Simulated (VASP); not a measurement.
Here is a VASP 6.6.1 calculation.

Contents of INCAR:

```
PREC = Accurate
ENCUT = 520
EDIFF = 1E-6
ISMEAR = -1
SIGMA = 0.05
LREAL = False
LASPH = True
NELM = 150
ALGO = Normal
ISIF = 2
LWAVE = False
LCHARG = False
ISPIN = 2
MAGMOM = 7 0
LORBIT = 11
LMAXMIX = 6
GGA = PE
NBANDS = 23
```

The input KPOINTS:

```
Automatic mesh
0
Gamma
  9 9 9
```

Contents of POSCAR:

```
GdO
1.0
    0.0000000000      2.6635090403      2.6635090403
    2.6635090403      0.0000000000      2.6635090403
    2.6635090403      2.6635090403      0.0000000000
Gd O
1 1
Direct
    0.0000000000      0.0000000000      0.0000000000
    0.2500000000      0.2500000000      0.2500000000
```

Potentials or basis: VASP PAW PBE potentials, release 64 (Gd, O).

Launch:

```bash
$ cat potpaw_PBE.64/Gd/POTCAR potpaw_PBE.64/O/POTCAR > POTCAR
$ mpirun -np 1 vasp_std > vasp.out
```

Question: What does it give for the site moments?

Answer: Gd +6.88; O -0.02 μB.

Question: Predict the pressure.

Answer: 3.6 GPa.

Caveat: a cell with one magnetic atom can't hold antiferromagnetic order, which such compounds often take. The state reached can hang on the start; a lower one may exist.
